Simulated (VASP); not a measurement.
Set up this calculation in VASP 6.6.1, as the native input.

| Quantity | Value |
| --- | --- |
| Task | single point |
| Functional | PBE |
| Potentials or basis | VASP PAW PBE potentials, release 64 (Ag) |
| Cutoff | 520 eV |
| k mesh | 12 × 12 × 1 |
| Occupations | gaussian, width 0.1 eV |
| Spin | no spin polarisation |
| Dipole correction | yes |
| Further INCAR settings | ALGO = Normal; EDIFF = 1e-06; NBANDS = 24 |

The structure of Ag lies in POSCAR:

```
Ag
1.0
    5.4724203189     -0.0000002736      0.0000000000
   -2.7362099225      4.7392551531      0.0000000000
    0.0000000000      0.0000000000     23.8000000000
Ag
3
Direct
    0.5000000000      0.0000000000      0.2941176471
    0.0000000000      0.5000000000      0.2941176471
    0.5000000000      0.5000000000      0.2941176471
```

The cell was built from a structure type or drawn by symmetry, and may not be a known phase.

One way to write it, as run:

INCAR

```
PREC     = Accurate       # precision mode
ENCUT    = 520            # plane-wave cutoff, eV
EDIFF    = 1E-6           # SCF threshold, eV
ISMEAR   = 0              # smearing method
SIGMA    = 0.1            # smearing width, eV
LREAL    = F              # projectors in reciprocal space
LASPH    = T              # aspherical terms in the spheres
NELM     = 100            # most SCF steps
ALGO     = Normal         # electronic algorithm
ISIF     = 2              # what is computed and relaxed
LWAVE    = F              # write WAVECAR
LCHARG   = F              # write CHGCAR
LDIPOL   = T            
IDIPOL   = 3            
DIPOL    = 0.5 0.5 0.294
GGA      = PE             # functional
NBANDS   = 24             # bands
```

KPOINTS

```
regular mesh
0
Gamma
  12 12 1
```

Potentials or basis: VASP PAW PBE potentials, release 64 (Ag).

The run is started by

```sh
$ cat potpaw_PBE.64/Ag/POTCAR > POTCAR
$ mpirun -np 1 vasp_std > vasp.out
```

It gave:

```json
{
  "Band gap on the k mesh": "zero (an odd number of electrons rules out a gap without spin polarisation)"
}
```

Run time: 7.5 min on 1 thread of AMD EPYC 9R45 (Zen 5), on a shared host, peak memory 0.68 GiB.
